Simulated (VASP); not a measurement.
# BaTiO3 in VASP: a series of runs, part 2 of 2

VASP 6.6.1.

**3. Electric field gradients, PBEsol (equal xy, yz and zx shear strains of +2 %)**

INCAR

```
ALGO = Normal
EDIFF = 1E-8
ENCUT = 520
GGA = PS
ISIF = 2
ISMEAR = -1
LASPH = True
LCHARG = False
LEFG = True
LREAL = False
LWAVE = False
NBANDS = 28
NELM = 60
PREC = Accurate
SIGMA = 0.03
```

KPOINTS

```
k-points
0
Gamma
  7 7 7
```

POSCAR

```
BaTiO3
1.0
    3.9998000000      0.0399980000      0.0399980000
    0.0399980000      3.9998000000      0.0399980000
    0.0401800000      0.0401800000      4.0180000000
Ba Ti O
1 1 3
Direct
    0.0000000000      0.0000000000      0.0000000000
    0.5000000000      0.5000000000      0.5000000000
    0.5000000000      0.5000000000      0.0000000000
    0.5000000000      0.0000000000      0.5000000000
    0.0000000000      0.5000000000      0.5000000000
```

Potentials or basis: VASP PAW PBE potentials, release 64 (Ba_sv, Ti_sv, O).

On the command line:

```sh
$ cat potpaw_PBE.64/Ba_sv/POTCAR potpaw_PBE.64/Ti_sv/POTCAR potpaw_PBE.64/O/POTCAR > POTCAR
$ mpirun -np 1 vasp_std > vasp.out
```

OUTCAR:

```text
EDIFF = 1E-8
   ENCUT = 520
   GGA = PS
   ISIF = 2
   ISMEAR = -1
   LASPH = True
   LREAL = False
   NELM = 60
   PREC = Accurate

 ion  position               nearest neighbor table
   1  0.000  0.000  0.000-   3 2.80   3 2.80   4 2.81   5 2.81   5 2.81   4 2.81   3 2.86   3 2.86
                             4 2.86   5 2.86   4 2.86   5 2.86   2 3.45   2 3.45   2 3.45   2 3.45
   2  0.500  0.500  0.500-   4 2.00   5 2.00   4 2.00   5 2.00   3 2.01   3 2.01   1 3.45   1 3.45
                             1 3.45   1 3.45   1 3.45   1 3.45   1 3.54   1 3.54
   3  0.500  0.500  0.000-   2 2.01   2 2.01   1 2.80   1 2.80   1 2.86   1 2.86
   4  0.500  0.000  0.500-   2 2.00   2 2.00   1 2.81   1 2.81   1 2.86   1 2.86
   5  0.000  0.500  0.500-   2 2.00   2 2.00   1 2.81   1 2.81   1 2.86   1 2.86

  LATTYP: Found a base centered monoclinic cell.
 ALAT       =     5.7136971500
 B/A-ratio  =     0.9801019455
 C/A-ratio  =     0.7032927498
 COS(beta)  =    -0.0281386778

  Lattice vectors:

 A1 = (  -3.9998000000,  -0.0399980000,  -0.0399980000)
 A2 = (  -0.0399980000,  -3.9998000000,  -0.0399980000)
 A3 = (   0.0401800000,   0.0401800000,   4.0180000000)

Analysis of symmetry for initial positions (statically):
=====================================================================
 Subroutine PRICEL returns:
 Original cell was already a primitive cell.

 Routine SETGRP: Setting up the symmetry group for a
 base centered monoclinic supercell.

 Subroutine GETGRP returns: Found  4 space group operations
 (whereof  4 operations were pure point group operations)
 out of a pool of  4 trial point group operations.

The static configuration has the point symmetry C_2h.

Analysis of symmetry for dynamics (positions and initial velocities):
=====================================================================
 Subroutine PRICEL returns:
 Original cell was already a primitive cell.

 Routine SETGRP: Setting up the symmetry group for a
 base centered monoclinic supercell.

 Subroutine GETGRP returns: Found  4 space group operations
 (whereof  4 operations were pure point group operations)
 out of a pool of  4 trial point group operations.

The dynamic configuration has the point symmetry C_2h.

 Subroutine INISYM returns: Found  4 space group operations
 (whereof  4 operations are pure point group operations),
 and found     1 'primitive' translations

----------------------------------------------------------------------------------------

                                     Primitive cell

  volume of cell :      64.2624

  direct lattice vectors                    reciprocal lattice vectors
     3.999800000  0.039998000  0.039998000     0.250062018 -0.002475862 -0.002475862
     0.039998000  3.999800000  0.039998000    -0.002475862  0.250062018 -0.002475862
     0.040180000  0.040180000  4.018000000    -0.002464647 -0.002464647  0.248929333

  length of vectors
     4.000199960  4.000199960  4.018401780     0.250086530  0.250086530  0.248953734

  position of ions in fractional coordinates (direct lattice)
     0.000000000  0.000000000  0.000000000
     0.500000000  0.500000000  0.500000000
     0.500000000  0.500000000  1.000000000
     0.500000000  1.000000000  0.500000000
     1.000000000  0.500000000  0.500000000

[... 96 lines left out ...]
   IALGO  =     38    algorithm
   IMIX   =      4    mixing-type and parameters
     AMIX     =   0.40;   BMIX     =  1.00
     AMIX_MAG =   1.60;   BMIX_MAG =  1.00
  volume/ion in A,a.u.               =      12.85        86.73
  Fermi-wavevector in a.u.,A,eV,Ry     =   1.397792  2.641443 26.583360  1.953822
  Thomas-Fermi vector in A             =   2.521013
   LORBIT       =      0    0 simple, 1 ext, 2 COOP (PROOUT), +10 PAW based schemes
   GGA     = PS    functional components
   LHFCALC =     F    Hartree Fock is set to
   AEXX    =    0.0000 exact exchange contribution
   IVDW    =     0    specifies the selected vdW correction
   LEPSILON=     F    determine dielectric tensor
   LRPA    =     F    only Hartree local field effects (RPA)
 non-spin polarized calculation
  energy-cutoff  :      520.00
  volume of cell :       64.26
 maximum number of plane-waves:      1761
 NGX is ok and might be reduce to    30
   NGX = 15   NGY = 15   NGZ = 15

 number of electron      39.9999970 magnetization

 Free energy of the ion-electron system (eV)
  ---------------------------------------------------
  ext. energy  EPLUGINS =         0.00000000
  ---------------------------------------------------
  free energy    TOTEN  =       -41.94417593 eV

  energy without entropy =      -41.94417593  energy(sigma->0) =      -41.94417593

 E-fermi :   4.3747     XC(G=0): -11.5056

 val. band max:        3.6328607170   @ k =  -0.4286  -0.4286   0.4286
 cond. band min:       5.3242915178   @ k =   0.0000   0.0000   0.0000
 fundamental gap:      1.6914308009
 Fermi energy:         4.3747400839

 k-point     1 :       0.0000    0.0000    0.0000
  band No.  band energies     occupation
      1     -52.7081      2.00000
      2     -29.0391      2.00000
      3     -29.0379      2.00000
      4     -29.0143      2.00000
      5     -21.0899      2.00000
      6     -13.1368      2.00000
[... 733 lines left out ...]
     27       9.6454      0.00000
     28      11.7288      0.00000

 [... further k-points ...]
[... 5 lines left out ...]
  --------------------------------------------------------------------------------------
  -------------------------------------------------------------------------------------
  Total       -0.9576334     -0.9576334     -1.2986574     -0.9843231     -0.9807086     -0.9807086
  in kB      -23.8755186    -23.8755186    -32.3778602    -24.5409409    -24.4508248    -24.4508255
  external PRESSURE =     -26.7096324 kB  Pullay stress =       0.0000000 kB

 VOLUME and BASIS-vectors are now :
 -----------------------------------------------------------------------------
  energy-cutoff  :      520.00
  volume of cell :       64.26
      direct lattice vectors                 reciprocal lattice vectors
     3.999800000  0.039998000  0.039998000     0.250062018 -0.002475862 -0.002475862
     0.039998000  3.999800000  0.039998000    -0.002475862  0.250062018 -0.002475862
     0.040180000  0.040180000  4.018000000    -0.002464647 -0.002464647  0.248929333

 POSITION                                       TOTAL-FORCE (eV/Angst)
 -----------------------------------------------------------------------------------
      0.00000      0.00000      0.00000        -0.000000      0.000000      0.000000
      2.03999      2.03999      2.04900        -0.000000     -0.000000      0.000000
      2.01990      2.01990      0.04000         0.000000     -0.000000      0.000000
      2.01999      0.04009      2.02900        -0.000000      0.000000      0.000000
      0.04009      2.01999      2.02900        -0.000000      0.000000     -0.000000
 -----------------------------------------------------------------------------------
    total drift:                                0.000000      0.000000     -0.000000

  FREE ENERGIE OF THE ION-ELECTRON SYSTEM (eV)
  ---------------------------------------------------
  free  energy   TOTEN  =       -41.9441759276 eV

  energy  without entropy=      -41.9441759276  energy(sigma->0) =      -41.94417593

 Electric field gradients (V/A^2)
---------------------------------------------------------------------
 ion       V_xx      V_yy      V_zz      V_xy      V_xz      V_yz
---------------------------------------------------------------------
   1      -0.377    -0.377     0.753    14.049    13.601    13.601
   2      -1.979    -1.979     3.958    -3.611    -3.582    -3.582
   3     -12.254   -12.254    24.509     0.002     2.789     2.789
   4     -11.939    22.371   -10.433     2.740    -0.092     2.714
   5      22.371   -11.939   -10.433     2.740     2.714    -0.092
---------------------------------------------------------------------

 Electric field gradients after diagonalization (V/A^2)
 (convention: |V_zz| > |V_xx| > |V_yy|)
----------------------------------------------------------------------
 ion       V_xx      V_yy      V_zz     asymmetry (V_yy - V_xx)/ V_zz
----------------------------------------------------------------------
   1     -14.426   -13.078    27.504       0.049
   2       6.145     1.632    -7.777       0.580
   3     -12.671   -12.256    24.927       0.017
   4     -12.216   -10.592    22.808       0.071
   5     -12.216   -10.592    22.808       0.071
----------------------------------------------------------------------

           NMR quadrupolar parameters

 Cq : quadrupolar parameter    Cq=e*Q*V_zz/h
 eta: asymmetry parameters     (V_yy - V_xx)/ V_zz
 Q  : nuclear electric quadrupole moment in mb (millibarn)
----------------------------------------------------------------------
 ion       Cq(MHz)       eta       Q (mb)
----------------------------------------------------------------------
   1       0.067       0.049       1.000
   2      -0.019       0.580       1.000
   3       0.060       0.017       1.000
   4       0.055       0.071       1.000
   5       0.055       0.071       1.000
----------------------------------------------------------------------
```

It used 480 s of CPU time on 1 thread of AMD EPYC 7R13 Processor (Zen 3), with other jobs on the host.

What came out:

- Free energy: -41.9442 eV
- Pressure: -2.7 GPa
- Band gap on the k mesh: 1.69 eV, indirect (least direct gap 1.73 eV)

Levels at points of the mesh, in eV from the valence-band top:
| k point | band 18 | band 19 | band 20 | band 21 | band 22 | band 23 |
| --- | --- | --- | --- | --- | --- | --- |
| (0.00, 0.00, 0.00) | -0.22 | -0.04 | -0.04 | 1.69 | 1.70 | 1.80 |

Electric field gradients, principal values (V/Å²):
```csv
atom,least,middle,greatest (by size)
1 Ba,-13.078,-14.426,27.504
2 Ti,1.632,6.145,-7.777
3 O,-12.256,-12.671,24.927
4 O,-10.592,-12.216,22.808
5 O,-10.592,-12.216,22.808
```

Caveat: the cell differs from its parent crystal (equal xy, yz and zx shear strains of +2 %); without QUAD_EFG the Cq values of the log hold for a quadrupole moment of 1 mb, not for the nuclei; the PAW data sets were made with another functional, which shifts forces and pressure a little; spin-orbit coupling is left out, which moves the levels of the heavy elements. A k mesh can miss the band edges.

**4. Electric field gradients, PBEsol (volume scaled by 1.02)**

INCAR

```
  PREC = Accurate
  ENCUT = 520
  EDIFF = 1E-8
  ISMEAR = -1
  SIGMA = 0.03
  LREAL = False
  LASPH = True
  NELM = 60
  ALGO = Normal
  ISIF = 2
  LWAVE = False
  LCHARG = False
  GGA = PS
  LEFG = True
  NBANDS = 28
```

KPOINTS

```
Automatic mesh
0
Gamma
  7 7 7
```

POSCAR: that of step 3 with these lines changed.

```diff
@@ -2,5 +2,5 @@
 1.0
-    3.9998000000      0.0399980000      0.0399980000
-    0.0399980000      3.9998000000      0.0399980000
-    0.0401800000      0.0401800000      4.0180000000
+    4.0262895137      0.0000000000      0.0000000000
+    0.0000000000      4.0262895137      0.0000000000
+    0.0000000000      0.0000000000      4.0446100470
 Ba Ti O
```

Potentials or basis: VASP PAW PBE potentials, release 64 (Ba_sv, Ti_sv, O).

On the command line:

```sh
$ cat potpaw_PBE.64/Ba_sv/POTCAR potpaw_PBE.64/Ti_sv/POTCAR potpaw_PBE.64/O/POTCAR > POTCAR
$ mpirun -np 1 vasp_std > vasp.out
```

OUTCAR:

```text
PREC = Accurate
   ENCUT = 520
   EDIFF = 1E-8
   ISMEAR = -1
   LREAL = False
   LASPH = True
   NELM = 60
   ISIF = 2
   GGA = PS

 ion  position               nearest neighbor table
   1  0.000  0.000  0.000-   3 2.85   3 2.85   3 2.85   3 2.85   5 2.85   4 2.85   5 2.85   5 2.85
                             5 2.85   4 2.85   4 2.85   4 2.85   2 3.49   2 3.49   2 3.49   2 3.49
   2  0.500  0.500  0.500-   4 2.01   5 2.01   4 2.01   5 2.01   3 2.02   3 2.02   1 3.49   1 3.49
                             1 3.49   1 3.49   1 3.49   1 3.49   1 3.49   1 3.49
   3  0.500  0.500  0.000-   2 2.02   2 2.02   1 2.85   1 2.85   1 2.85   1 2.85
   4  0.500  0.000  0.500-   2 2.01   2 2.01   1 2.85   1 2.85   1 2.85   1 2.85
   5  0.000  0.500  0.500-   2 2.01   2 2.01   1 2.85   1 2.85   1 2.85   1 2.85

  LATTYP: Found a simple tetragonal cell.
 ALAT       =     4.0262895137
 C/A-ratio  =     1.0045502275

  Lattice vectors:

 A1 = (   4.0262895137,   0.0000000000,   0.0000000000)
 A2 = (   0.0000000000,   4.0262895137,   0.0000000000)
 A3 = (   0.0000000000,   0.0000000000,   4.0446100470)

Analysis of symmetry for initial positions (statically):
=====================================================================
 Subroutine PRICEL returns:
 Original cell was already a primitive cell.

 Routine SETGRP: Setting up the symmetry group for a
 simple tetragonal supercell.

 Subroutine GETGRP returns: Found 16 space group operations
 (whereof 16 operations were pure point group operations)
 out of a pool of 16 trial point group operations.

The static configuration has the point symmetry D_4h.

[... 923 lines left out ...]
  --------------------------------------------------------------------------------------
  -------------------------------------------------------------------------------------
  Total       -2.3195404     -2.3195404     -2.6356395      0.0000000     -0.0000000      0.0000000
  in kB      -56.6794807    -56.6794807    -64.4035688      0.0000000     -0.0000000      0.0000000
  external PRESSURE =     -59.2541768 kB  Pullay stress =       0.0000000 kB

 VOLUME and BASIS-vectors are now :
 -----------------------------------------------------------------------------
  energy-cutoff  :      520.00
  volume of cell :       65.57
      direct lattice vectors                 reciprocal lattice vectors
     4.026289514  0.000000000  0.000000000     0.248367634  0.000000000  0.000000000
     0.000000000  4.026289514  0.000000000     0.000000000  0.248367634  0.000000000
     0.000000000  0.000000000  4.044610047     0.000000000  0.000000000  0.247242624

 POSITION                                       TOTAL-FORCE (eV/Angst)
 -----------------------------------------------------------------------------------
      0.00000      0.00000      0.00000         0.000000      0.000000      0.000000
      2.01314      2.01314      2.02231         0.000000      0.000000      0.000000
      2.01314      2.01314      0.00000         0.000000      0.000000      0.000000
      2.01314      0.00000      2.02231         0.000000      0.000000      0.000000
      0.00000      2.01314      2.02231         0.000000      0.000000      0.000000
 -----------------------------------------------------------------------------------
    total drift:                                0.000000      0.000000     -0.000000

  FREE ENERGIE OF THE ION-ELECTRON SYSTEM (eV)
  ---------------------------------------------------
  free  energy   TOTEN  =       -41.9394368513 eV

  energy  without entropy=      -41.9394368513  energy(sigma->0) =      -41.93943685

 Electric field gradients (V/A^2)
---------------------------------------------------------------------
 ion       V_xx      V_yy      V_zz      V_xy      V_xz      V_yz
---------------------------------------------------------------------
   1      -0.367    -0.367     0.733     0.000    -0.000    -0.000
   2      -1.916    -1.916     3.832     0.000    -0.000    -0.000
   3     -13.081   -13.081    26.161    -0.000     0.000     0.000
   4     -12.782    24.063   -11.281     0.000    -0.000    -0.000
   5      24.063   -12.782   -11.281    -0.000    -0.000     0.000
---------------------------------------------------------------------

 Electric field gradients after diagonalization (V/A^2)
 (convention: |V_zz| > |V_xx| > |V_yy|)
----------------------------------------------------------------------
 ion       V_xx      V_yy      V_zz     asymmetry (V_yy - V_xx)/ V_zz
----------------------------------------------------------------------
   1      -0.367    -0.367     0.733       0.000
   2      -1.916    -1.916     3.832       0.000
   3     -13.081   -13.081    26.161       0.000
   4     -12.782   -11.281    24.063       0.062
   5     -12.782   -11.281    24.063       0.062
----------------------------------------------------------------------

           NMR quadrupolar parameters

 Cq : quadrupolar parameter    Cq=e*Q*V_zz/h
 eta: asymmetry parameters     (V_yy - V_xx)/ V_zz
 Q  : nuclear electric quadrupole moment in mb (millibarn)
----------------------------------------------------------------------
 ion       Cq(MHz)       eta       Q (mb)
----------------------------------------------------------------------
   1       0.002       0.000       1.000
   2       0.009       0.000       1.000
   3       0.063       0.000       1.000
   4       0.058       0.062       1.000
   5       0.058       0.062       1.000
----------------------------------------------------------------------
```

OSZICAR:

```text
N       E                     dE             d eps       ncg     rms          rms(c)
DAV:   1     0.432516467197E+03    0.43252E+03   -0.20792E+04  2240   0.154E+03
DAV:   2    -0.630259029663E+01   -0.43882E+03   -0.41753E+03  2576   0.426E+02
DAV:   3    -0.503390475416E+02   -0.44036E+02   -0.43668E+02  3132   0.133E+02
DAV:   4    -0.523252015318E+02   -0.19862E+01   -0.19813E+01  3328   0.243E+01
DAV:   5    -0.523887415876E+02   -0.63540E-01   -0.63531E-01  3040   0.327E+00    0.220E+01
DAV:   6    -0.422722893411E+02    0.10116E+02   -0.54394E+01  3264   0.637E+01    0.978E+00
DAV:   7    -0.421318097762E+02    0.14048E+00   -0.92859E+00  3020   0.217E+01    0.640E+00
DAV:   8    -0.419352195073E+02    0.19659E+00   -0.81703E-01  2632   0.820E+00    0.276E+00
DAV:   9    -0.419649887282E+02   -0.29769E-01   -0.24291E-01  3076   0.342E+00    0.144E+00
DAV:  10    -0.419410448505E+02    0.23944E-01   -0.14700E-01  2452   0.402E+00    0.385E-01
DAV:  11    -0.419394746335E+02    0.15702E-02   -0.93176E-03  2824   0.839E-01    0.844E-02
DAV:  12    -0.419395159489E+02   -0.41315E-04   -0.65400E-04  3136   0.204E-01    0.693E-02
DAV:  13    -0.419394387558E+02    0.77193E-04   -0.46776E-04  2576   0.226E-01    0.164E-02
DAV:  14    -0.419394383138E+02    0.44198E-06   -0.43932E-05  2776   0.618E-02    0.982E-03
DAV:  15    -0.419394370903E+02    0.12234E-05   -0.51585E-06  3184   0.198E-02    0.290E-03
DAV:  16    -0.419394368216E+02    0.26871E-06   -0.38552E-07  2640   0.514E-03    0.897E-04
DAV:  17    -0.419394368469E+02   -0.25305E-07   -0.50161E-08  2524   0.218E-03    0.338E-04
DAV:  18    -0.419394368513E+02   -0.43106E-08   -0.21241E-08  1968   0.130E-03
   1 F= -.41939437E+02 E0= -.41939437E+02  d E =-.793676E-13
```

Wall time 96 s (1 thread of Intel Xeon Platinum 8488C (Sapphire Rapids), shared host); peak memory 0.22 GiB.

Results:

```
Free energy            : -41.9394 eV
Pressure               : -5.9 GPa
Band gap on the k mesh : 1.71 eV, indirect (least direct gap 1.82 eV)
```

Stress tensor (GPa, compression positive):
```
-5.67  0.00  0.00
 0.00 -5.67  0.00
 0.00  0.00 -6.44
```

Electric field gradients, principal values (V/Å²):
```tsv
atom	least	middle	greatest (by size)
1 Ba	-0.367	-0.367	0.733
2 Ti	-1.916	-1.916	3.832
3 O	-13.081	-13.081	26.161
4 O	-11.281	-12.782	24.063
5 O	-11.281	-12.782	24.063
```

Caveat: without QUAD_EFG the Cq values of the log hold for a quadrupole moment of 1 mb, not for the nuclei; the PAW data sets were made with another functional, which shifts forces and pressure a little; spin-orbit coupling is left out, which moves the levels of the heavy elements.
